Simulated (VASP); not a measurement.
# AgBr (I4/mmm) in VASP: a series of runs, part 3 of 3

VASP 6.6.1. Earlier steps stand in the parts before.

### 5 Electric field gradients, LDA (zz strain of +2 %)

INCAR

```
PREC = Accurate
ENCUT = 400
EDIFF = 1E-8
ISMEAR = -1
SIGMA = 0.03
LREAL = False
LASPH = True
NELM = 120
ALGO = Normal
ISIF = 2
LWAVE = False
LCHARG = False
GGA = CA
LEFG = True
NBANDS = 16
GGA_COMPAT = False
```

KPOINTS

```
Automatic mesh
0
Gamma
  7 7 7
```

POSCAR

```
AgBr
1.0
    0.0000000000      2.8860500000      2.9437710000
    2.8860500000      0.0000000000      2.9437710000
    2.8860500000      2.8860500000      0.0000000000
Ag Br
1 1
Direct
    0.5000000000      0.5000000000      0.5000000000
    0.0000000000      0.0000000000      0.0000000000
```

Potentials or basis: VASP PAW LDA potentials, release 64 (Ag, Br).

On the command line:

```console
$ cat potpaw_LDA.64/Ag/POTCAR potpaw_LDA.64/Br/POTCAR > POTCAR
$ mpirun -np 1 vasp_std > vasp.out
```

OUTCAR:

```text
PREC = Accurate
   ENCUT = 400
   EDIFF = 1E-8
   ISMEAR = -1
   LREAL = False
   LASPH = True
   NELM = 120
   ISIF = 2
   GGA = CA

 ion  position               nearest neighbor table
   1  0.500  0.500  0.500-   2 2.89   2 2.89   2 2.89   2 2.89   2 2.94   2 2.94
   2  0.000  0.000  0.000-   1 2.89   1 2.89   1 2.89   1 2.89   1 2.94   1 2.94

  LATTYP: Found a body centered tetragonal cell.
 ALAT       =     4.0814910517
 C/A-ratio  =     1.4424978336

  Lattice vectors:

 A1 = (  -2.8860500000,   0.0000000000,   2.9437710000)
 A2 = (   2.8860500000,   0.0000000000,   2.9437710000)
 A3 = (   0.0000000000,   2.8860500000,  -2.9437710000)

Analysis of symmetry for initial positions (statically):
=====================================================================
 Subroutine PRICEL returns:
 Original cell was already a primitive cell.

 Routine SETGRP: Setting up the symmetry group for a
 body centered tetragonal supercell.

 Subroutine GETGRP returns: Found 16 space group operations
 (whereof 16 operations were pure point group operations)
 out of a pool of 16 trial point group operations.

The static configuration has the point symmetry D_4h.

Analysis of symmetry for dynamics (positions and initial velocities):
=====================================================================
 Subroutine PRICEL returns:
 Original cell was already a primitive cell.

 Routine SETGRP: Setting up the symmetry group for a
 body centered tetragonal supercell.

 Subroutine GETGRP returns: Found 16 space group operations
 (whereof 16 operations were pure point group operations)
[... 160 lines left out ...]
      3       0.3230      2.00000
      4       0.3352      2.00000
      5       0.3459      2.00000
      6       0.3459      2.00000
[... 433 lines left out ...]
      3      -0.8547      2.00000
      4      -0.6981      2.00000
      5       0.5510      2.00000
      6       0.6346      2.00000
[... 8 lines left out ...]
     15      15.7925      0.00000
     16      17.1802      0.00000

 [... further k-points ...]

------------------------ aborting loop because EDIFF is reached ----------------------------------------

  FORCE on cell =-STRESS in cart. coord.  units (eV):
  Direction    XX          YY          ZZ          XY          YZ          ZX
  --------------------------------------------------------------------------------------
  -------------------------------------------------------------------------------------
  Total       -1.6988221     -1.6988221     -1.7508857      0.0000000     -0.0000000     -0.0000000
  in kB      -55.5030400    -55.5030400    -57.2040333      0.0000000     -0.0000000     -0.0000000
  external PRESSURE =     -56.0700378 kB  Pullay stress =       0.0000000 kB

 VOLUME and BASIS-vectors are now :
 -----------------------------------------------------------------------------
  energy-cutoff  :      400.00
  volume of cell :       49.04
      direct lattice vectors                 reciprocal lattice vectors
     0.000000000  2.886050000  2.943771000    -0.173247172  0.173247172  0.169850168
     2.886050000  0.000000000  2.943771000     0.173247172 -0.173247172  0.169850168
     2.886050000  2.886050000  0.000000000     0.173247172  0.173247172 -0.169850168

 POSITION                                       TOTAL-FORCE (eV/Angst)
 -----------------------------------------------------------------------------------
      2.88605      2.88605      2.94377         0.000000     -0.000000      0.000000
      0.00000      0.00000      0.00000        -0.000000      0.000000      0.000000
 -----------------------------------------------------------------------------------
    total drift:                                0.000000      0.000000      0.000000

  FREE ENERGIE OF THE ION-ELECTRON SYSTEM (eV)
  ---------------------------------------------------
  free  energy   TOTEN  =        -6.3067262191 eV

  energy  without entropy=       -6.3067176048  energy(sigma->0) =       -6.30672191

 Electric field gradients (V/A^2)
---------------------------------------------------------------------
 ion       V_xx      V_yy      V_zz      V_xy      V_xz      V_yz
---------------------------------------------------------------------
   1      -5.324    -5.324    10.648    -0.001    -0.001    -0.001
   2      10.199    10.199   -20.397     0.001     0.001     0.001
---------------------------------------------------------------------

 Electric field gradients after diagonalization (V/A^2)
 (convention: |V_zz| > |V_xx| > |V_yy|)
----------------------------------------------------------------------
 ion       V_xx      V_yy      V_zz     asymmetry (V_yy - V_xx)/ V_zz
----------------------------------------------------------------------
   1      -5.325    -5.323    10.648       0.000
   2      10.199    10.198   -20.397       0.000
----------------------------------------------------------------------

           NMR quadrupolar parameters

 Cq : quadrupolar parameter    Cq=e*Q*V_zz/h
 eta: asymmetry parameters     (V_yy - V_xx)/ V_zz
 Q  : nuclear electric quadrupole moment in mb (millibarn)
----------------------------------------------------------------------
 ion       Cq(MHz)       eta       Q (mb)
----------------------------------------------------------------------
   1       0.026       0.000       1.000
   2      -0.049       0.000       1.000
----------------------------------------------------------------------
```

stdout:

```text
POSCAR found type information on POSCAR AgBr
 POSCAR found :  2 types and       2 ions
 scaLAPACK will be used
 LDA part: xc-table for (Slater(with rela. corr.)+CA(PZ))
 , standard interpolation
 POSCAR, INCAR and KPOINTS ok, starting setup
 FFT: planning ... GRIDC
 FFT: planning ... GRID_SOFT
 FFT: planning ... GRID
 WAVECAR not read
 entering main loop
ion   1

ion   2
```

It took 41 s on 1 thread of Intel Xeon 8259CL, shared host; peak memory 0.15 GiB.

What came out:

```
Free energy                             : -6.3067 eV
Pressure                                : -5.6 GPa
Band gap on the k mesh                  : 0.43 eV (least direct gap 2.17 eV)
Largest electric field gradient by atom : Ag +10.6; Br -20.4 V/Å²
```

Levels at points of the mesh, in eV from the valence-band top:
| k point | band 5 | band 6 | band 7 | band 8 | band 9 | band 10 | band 11 | band 12 | band 13 | band 14 |
| --- | --- | --- | --- | --- | --- | --- | --- | --- | --- | --- |
| (0.00, 0.00, 0.00) | -2.69 | -2.69 | -1.81 | -1.81 | -1.74 | 0.43 | 9.81 | 9.87 | 9.87 | 10.97 |

Electric field gradients, principal values (V/Å²):
```tsv
atom	least	middle	greatest (by size)
1 Ag	-5.323	-5.325	10.648
2 Br	10.198	10.199	-20.397
```

Caveat: the cell differs from its parent crystal (zz strain of +2 %); the cell stands under tension; without QUAD_EFG the Cq values of the log hold for a quadrupole moment of 1 mb, not for the nuclei; an odd mesh through Γ misses points on the zone boundary, where band edges can lie.

### 6 Electric field gradients, LDA (zz strain of +1 %)

INCAR

```
SYSTEM = AgBr
PREC = Accurate
ENCUT = 400
EDIFF = 1E-8
ISMEAR = -1
SIGMA = 0.03
LREAL = .FALSE.
LASPH = .TRUE.
NELM = 120
ALGO = Normal
ISIF = 2
LWAVE = .FALSE.
LCHARG = .FALSE.
LEFG = .TRUE.
NBANDS = 16
GGA_COMPAT = .FALSE.
```

KPOINTS

```
regular mesh
0
G
  7 7 7
  0 0 0
```

POSCAR

```
AgBr
1.0
    0.0000000000      2.8860500000      2.9149105000
    2.8860500000      0.0000000000      2.9149105000
    2.8860500000      2.8860500000      0.0000000000
Ag Br
1 1
Direct
    0.5000000000      0.5000000000      0.5000000000
    0.0000000000      0.0000000000      0.0000000000
```

Potentials or basis: VASP PAW LDA potentials, release 64 (Ag, Br).

On the command line:

```console
$ cat potpaw_LDA.64/Ag/POTCAR potpaw_LDA.64/Br/POTCAR > POTCAR
$ mpirun -np 1 vasp_std > vasp.out
```

OUTCAR:

```text
SYSTEM = AgBr
   PREC = Accurate
   ENCUT = 400
   EDIFF = 1E-8
   ISMEAR = -1
   LREAL = .FALSE.
   LASPH = .TRUE.
   NELM = 120
   ISIF = 2

 ion  position               nearest neighbor table
   1  0.500  0.500  0.500-   2 2.89   2 2.89   2 2.89   2 2.89   2 2.91   2 2.91
   2  0.000  0.000  0.000-   1 2.89   1 2.89   1 2.89   1 2.89   1 2.91   1 2.91

  LATTYP: Found a body centered tetragonal cell.
 ALAT       =     4.0814910517
 C/A-ratio  =     1.4283556980

  Lattice vectors:

 A1 = (  -2.8860500000,   0.0000000000,   2.9149105000)
 A2 = (   2.8860500000,   0.0000000000,   2.9149105000)
 A3 = (   0.0000000000,   2.8860500000,  -2.9149105000)

Analysis of symmetry for initial positions (statically):
=====================================================================
 Subroutine PRICEL returns:
 Original cell was already a primitive cell.

 Routine SETGRP: Setting up the symmetry group for a
 body centered tetragonal supercell.

 Subroutine GETGRP returns: Found 16 space group operations
 (whereof 16 operations were pure point group operations)
 out of a pool of 16 trial point group operations.

The static configuration has the point symmetry D_4h.

Analysis of symmetry for dynamics (positions and initial velocities):
=====================================================================
 Subroutine PRICEL returns:
 Original cell was already a primitive cell.

 Routine SETGRP: Setting up the symmetry group for a
 body centered tetragonal supercell.

 Subroutine GETGRP returns: Found 16 space group operations
 (whereof 16 operations were pure point group operations)
 out of a pool of 16 trial point group operations.

The dynamic configuration has the point symmetry D_4h.

 Subroutine INISYM returns: Found 16 space group operations
 (whereof 16 operations are pure point group operations),
 and found     1 'primitive' translations

----------------------------------------------------------------------------------------

                                     Primitive cell

  volume of cell :      48.5582

  direct lattice vectors                    reciprocal lattice vectors
     0.000000000  2.886050000  2.914910500    -0.173247172  0.173247172  0.171531853
     2.886050000  0.000000000  2.914910500     0.173247172 -0.173247172  0.171531853
     2.886050000  2.886050000  0.000000000     0.173247172  0.173247172 -0.171531853

  length of vectors
     4.101949271  4.101949271  4.081491052     0.299085843  0.299085843  0.299085843

  position of ions in fractional coordinates (direct lattice)
     0.500000000  0.500000000  0.500000000
     0.000000000  0.000000000  0.000000000

  ion indices of the primitive-cell ions
   primitive index   ion index
                 1           1
                 2           2

----------------------------------------------------------------------------------------

 KPOINTS: regular mesh

Automatic generation of k-mesh.
 Grid dimensions read from file:
[... 71 lines left out ...]
   ISIF   =      2    stress and relaxation
   ISYM   =      2    0-nonsym 1-usesym 2-fastsym
   POTIM  = 0.5000    time-step for ionic-motion
   TEBEG  =    0.0;   TEEND  =   0.0 temperature during run
   PSTRESS=    0.0 pullay stress
   NELECT =      18.0000    total number of electrons
   NUPDOWN=      -1.0000    fix difference up-down
   EMIN   =  10.00;   EMAX   =-10.00  energy-range for DOS
   EFERMI =   0.00;   METHOD = LEGACY
   ISMEAR =    -1;   SIGMA  =   0.03  broadening in eV -4-tet -1-fermi 0-gaus
   EFERMI_NEDOS =   21; number of points for ismear=-14 and -15
   IALGO  =     38    algorithm
   IMIX   =      4    mixing-type and parameters
     AMIX     =   0.40;   BMIX     =  1.00
     AMIX_MAG =   1.60;   BMIX_MAG =  1.00
  volume/ion in A,a.u.               =      24.28       163.84
  Fermi-wavevector in a.u.,A,eV,Ry     =   1.176011  2.222338 18.816881  1.383002
  Thomas-Fermi vector in A             =   2.312382
   LORBIT       =      0    0 simple, 1 ext, 2 COOP (PROOUT), +10 PAW based schemes
   GGA     = CA    functional components
   LHFCALC =     F    Hartree Fock is set to
   AEXX    =    0.0000 exact exchange contribution
   IVDW    =     0    specifies the selected vdW correction
   LEPSILON=     F    determine dielectric tensor
   LRPA    =     F    only Hartree local field effects (RPA)
 non-spin polarized calculation
  energy-cutoff  :      400.00
  volume of cell :       48.56
 maximum number of plane-waves:       901
   NGX = 13   NGY = 13   NGZ = 13

 number of electron      17.9999992 magnetization

 Free energy of the ion-electron system (eV)
  ---------------------------------------------------
  ext. energy  EPLUGINS =         0.00000000
  ---------------------------------------------------
  free energy    TOTEN  =        -6.32285354 eV

  energy without entropy =       -6.32284709  energy(sigma->0) =       -6.32285031

 E-fermi :   3.3947     XC(G=0): -10.1446

 val. band max:        3.1230781766   @ k =   0.4286  -0.0000   0.0000
 cond. band min:       3.5800577610   @ k =   0.0000   0.0000   0.0000
 fundamental gap:      0.4569795844
 Fermi energy:         3.3947180425

 k-point     1 :       0.0000    0.0000    0.0000
  band No.  band energies     occupation
      1     -11.7624      2.00000
      2       0.3965      2.00000
      3       0.4066      2.00000
      4       0.4132      2.00000
      5       0.4192      2.00000
      6       0.4192      2.00000
[... 433 lines left out ...]
      3      -0.7975      2.00000
      4      -0.6306      2.00000
      5       0.6357      2.00000
      6       0.7217      2.00000
[... 8 lines left out ...]
     15      15.9486      0.00000
     16      17.3760      0.00000

 [... further k-points ...]

------------------------ aborting loop because EDIFF is reached ----------------------------------------

  FORCE on cell =-STRESS in cart. coord.  units (eV):
  Direction    XX          YY          ZZ          XY          YZ          ZX
  --------------------------------------------------------------------------------------
  -------------------------------------------------------------------------------------
  Total       -1.5969214     -1.5969214     -1.6315160      0.0000000      0.0000000      0.0000000
  in kB      -52.6903633    -52.6903633    -53.8318105      0.0000000      0.0000000      0.0000000
  external PRESSURE =     -53.0708457 kB  Pullay stress =       0.0000000 kB

 VOLUME and BASIS-vectors are now :
 -----------------------------------------------------------------------------
  energy-cutoff  :      400.00
  volume of cell :       48.56
      direct lattice vectors                 reciprocal lattice vectors
     0.000000000  2.886050000  2.914910500    -0.173247172  0.173247172  0.171531853
     2.886050000  0.000000000  2.914910500     0.173247172 -0.173247172  0.171531853
     2.886050000  2.886050000  0.000000000     0.173247172  0.173247172 -0.171531853

 POSITION                                       TOTAL-FORCE (eV/Angst)
 -----------------------------------------------------------------------------------
      2.88605      2.88605      2.91491         0.000000      0.000000      0.000000
      0.00000      0.00000      0.00000        -0.000000     -0.000000     -0.000000
 -----------------------------------------------------------------------------------
    total drift:                                0.000000      0.000000      0.000000

  FREE ENERGIE OF THE ION-ELECTRON SYSTEM (eV)
  ---------------------------------------------------
  free  energy   TOTEN  =        -6.3228535368 eV

  energy  without entropy=       -6.3228470928  energy(sigma->0) =       -6.32285031

 Electric field gradients (V/A^2)
---------------------------------------------------------------------
 ion       V_xx      V_yy      V_zz      V_xy      V_xz      V_yz
---------------------------------------------------------------------
   1      -2.739    -2.739     5.477    -0.001    -0.001    -0.001
   2       5.141     5.141   -10.282     0.001     0.000     0.000
---------------------------------------------------------------------

 Electric field gradients after diagonalization (V/A^2)
 (convention: |V_zz| > |V_xx| > |V_yy|)
----------------------------------------------------------------------
 ion       V_xx      V_yy      V_zz     asymmetry (V_yy - V_xx)/ V_zz
----------------------------------------------------------------------
   1      -2.740    -2.737     5.477       0.000
   2       5.142     5.141   -10.282       0.000
----------------------------------------------------------------------

           NMR quadrupolar parameters

 Cq : quadrupolar parameter    Cq=e*Q*V_zz/h
 eta: asymmetry parameters     (V_yy - V_xx)/ V_zz
 Q  : nuclear electric quadrupole moment in mb (millibarn)
----------------------------------------------------------------------
 ion       Cq(MHz)       eta       Q (mb)
----------------------------------------------------------------------
   1       0.013       0.000       1.000
   2      -0.025       0.000       1.000
----------------------------------------------------------------------
```

stdout:

```text
POSCAR found type information on POSCAR AgBr
 POSCAR found :  2 types and       2 ions
 scaLAPACK will be used
 LDA part: xc-table for (Slater(with rela. corr.)+CA(PZ))
 , standard interpolation
 POSCAR, INCAR and KPOINTS ok, starting setup
 FFT: planning ... GRIDC
 FFT: planning ... GRID_SOFT
 FFT: planning ... GRID
 WAVECAR not read
 entering main loop
ion   1

ion   2
```

Wall time 40 s (1 thread of Intel Xeon 8259CL, shared host); peak memory 0.15 GiB.

What came out:

```yaml
Free_energy: -6.3229 eV
Pressure: -5.3 GPa
Band_gap_on_the_k_mesh: 0.46 eV (least direct gap 2.22 eV)
Largest_electric_field_gradient_by_atom: Ag +5.5; Br -10.3 V/Å²
```

Stress tensor (GPa, compression positive):
```
-5.27  0.00  0.00
 0.00 -5.27  0.00
 0.00  0.00 -5.38
```

Electric field gradients, principal values (V/Å²):
```
atom   least  middle  greatest (by size)
1 Ag  -2.737  -2.740               5.477
2 Br   5.141   5.142             -10.282
```

Caveat: the cell differs from its parent crystal (zz strain of +1 %); the cell stands under tension; without QUAD_EFG the Cq values of the log hold for a quadrupole moment of 1 mb, not for the nuclei; an odd mesh through Γ misses points on the zone boundary, where band edges can lie.

### 7 Summary

| cell | gap on the mesh (eV) | pressure (GPa) |
| --- | --- | --- |
| a = 4.061, b = 4.061, c = 4.041 Å, angles 60.2, 60.2, 59.7°, 2 atoms | 0.45 | -4.2 |
| a = 4.061, b = 4.061, c = 4.081 Å, angles 59.8, 59.8, 60.3°, 2 atoms | 0.46 | -4.6 |
| a = 4.123, b = 4.123, c = 4.081 Å, angles 60.3, 60.3, 59.3°, 2 atoms | 0.43 | -5.6 |
| a = 4.102, b = 4.102, c = 4.081 Å, angles 60.2, 60.2, 59.7°, 2 atoms | 0.46 | -5.3 |

Alike in all rows: task electric field gradients; level LDA; potentials or basis VASP PAW LDA potentials, release 64 (Ag, Br); no spin polarisation; k mesh 7 × 7 × 7; cutoff (eV) 400; smearing fermi-dirac 0.03 eV.

Caveats: the cell stands under tension; an odd mesh through Γ misses points on the zone boundary, where band edges can lie.

Total energies depend on the potentials used, so only differences within one code and one set of settings carry meaning.
